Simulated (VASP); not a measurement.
# PtF2: single point with PBE

PtF2:

```
Pt F
1.0
     3.28316    0.00000    0.00000
     0.00000    3.28316    0.00000
     0.00000    0.00000    4.09914
Pt F
1 2
Direct
  0.00000 0.00000 0.00000
  0.00000 0.00000 0.50000
  0.50000 0.50000 0.00000
```

This cell differs from its parent crystal: atoms taken out.

| Item | Value |
| --- | --- |
| Program | VASP 6.6.1 |
| Task | single point |
| Functional | PBE |
| Potentials or basis | VASP PAW PBE potentials, release 64 (Pt, F) |
| Cutoff | 520 eV |
| k mesh | 6 × 6 × 4 |
| Occupations | gaussian, width 0.1 eV |
| Spin | collinear spin |
| Starting moments | [1.0, 0.0, 0.0] μB |

```json
{
 "Pressure": "0.1 GPa",
 "Band gap on the k mesh": "zero (filled and empty bands overlap)",
 "Net moment": "0.00 μB per cell",
 "Valence electrons inside the program's atomic spheres": "Pt 8.71; F 6.05, 5.98"
}
```

Stress tensor (GPa, compression positive):
```
-0.08  0.00  0.00
 0.00 -0.08  0.00
 0.00  0.00  0.36
```

Levels at points of the mesh, in eV from the Fermi level:
Spin up:
| k point | band 10 | band 11 | band 12 | band 13 | band 14 | band 15 |
| --- | --- | --- | --- | --- | --- | --- |
| (0.00, 0.00, 0.00) | -1.65 | -1.40 | -1.40 | -1.20 | 0.95 | 10.03 |
| (0.50, 0.00, 0.00) | -1.23 | -1.03 | -0.15 | 0.97 | 4.91 | 6.43 |
| (0.50, 0.50, 0.00) | -2.04 | -1.17 | -0.62 | -0.35 | 4.97 | 9.17 |
| (0.00, 0.00, 0.50) | -1.25 | -1.20 | -0.15 | -0.15 | 5.34 | 6.64 |
| (0.50, 0.00, 0.50) | -0.19 | -0.11 | 0.97 | 2.18 | 6.40 | 7.26 |
| (0.50, 0.50, 0.50) | -0.48 | -0.48 | -0.35 | 1.15 | 7.74 | 9.05 |
Spin down:
```csv
k point,band 9,band 10,band 11,band 12,band 13,band 14,band 15,band 16
"(0.00, 0.00, 0.00)",-2.89,-1.65,-1.40,-1.40,-1.20,0.95,10.03,11.17
"(0.50, 0.00, 0.00)",-1.31,-1.23,-1.03,-0.15,0.97,4.91,6.43,11.90
"(0.50, 0.50, 0.00)",-2.04,-2.04,-1.17,-0.62,-0.35,4.97,9.17,9.17
"(0.00, 0.00, 0.50)",-2.86,-1.25,-1.20,-0.15,-0.15,5.34,6.64,14.28
"(0.50, 0.00, 0.50)",-0.99,-0.19,-0.11,0.97,2.18,6.40,7.26,8.48
"(0.50, 0.50, 0.50)",-1.15,-0.48,-0.48,-0.35,1.15,7.74,9.05,9.05
```

Wall time 42 s on 1 thread of AMD EPYC 7R13 Processor (Zen 3) (shared host), peak memory 0.16 GiB.

Caveat: the k points lie up to 0.38 Å⁻¹ apart, too coarse for converged energies and pressures of a metal; the cell differs from its parent crystal (atoms taken out); spin-orbit coupling is left out, which moves the levels of the heavy elements.
